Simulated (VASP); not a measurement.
A run of VASP 6.6.1 is set up as follows.

The input INCAR:

```
PREC     = Accurate       # precision mode
ENCUT    = 520            # plane-wave cutoff, eV
EDIFF    = 1E-8           # SCF threshold, eV
ISMEAR   = 0              # smearing method
SIGMA    = 0.01           # smearing width, eV
LREAL    = F              # projectors in reciprocal space
LASPH    = T              # aspherical terms in the spheres
NELM     = 100            # most SCF steps
ALGO     = Normal         # electronic algorithm
ISIF     = 2              # what is computed and relaxed
LWAVE    = F              # write WAVECAR
LCHARG   = F              # write CHGCAR
GGA      = PE             # functional
NBANDS   = 11             # bands
IBRION   = 8              # ionic algorithm
NSW      = 1              # ionic steps
LEPSILON = T              # dielectric tensor by DFPT
```

KPOINTS

```
Automatic mesh
0
Gamma
  12 12 12
```

POSCAR

```
BN
1.0
    0.0000000000      1.7828808593      1.7828808593
    1.7828808593      0.0000000000      1.7828808593
    1.7828808593      1.7828808593      0.0000000000
B N
1 1
Direct
    0.0000000000      0.0000000000      0.0000000000
    0.7500000000      0.7500000000      0.7500000000
```

Potentials or basis: VASP PAW PBE potentials, release 64 (B, N).

The run is started by

```sh
$ cat potpaw_PBE.64/B/POTCAR potpaw_PBE.64/N/POTCAR > POTCAR
$ mpirun -np 1 vasp_std > vasp.out
```

Q: What does it give for the electronic dielectric tensor (diagonal)?

A: 4.57.

Q: Estimate the Born charges (mean of the diagonal).

A: B +1.89; N -1.89 e.

Q: What does it give for the highest phonon frequency at Γ, LO-TO splitting left out?

A: 1092 cm⁻¹.

Phonon frequencies in cm⁻¹ (negative: imaginary):
| q point | frequencies |
| --- | --- |
| (0.000, 0.000, 0.000) | 0 0 0 1092 1092 1092 |

Caveat: the cell wasn't relaxed at this level first, which shifts response properties.
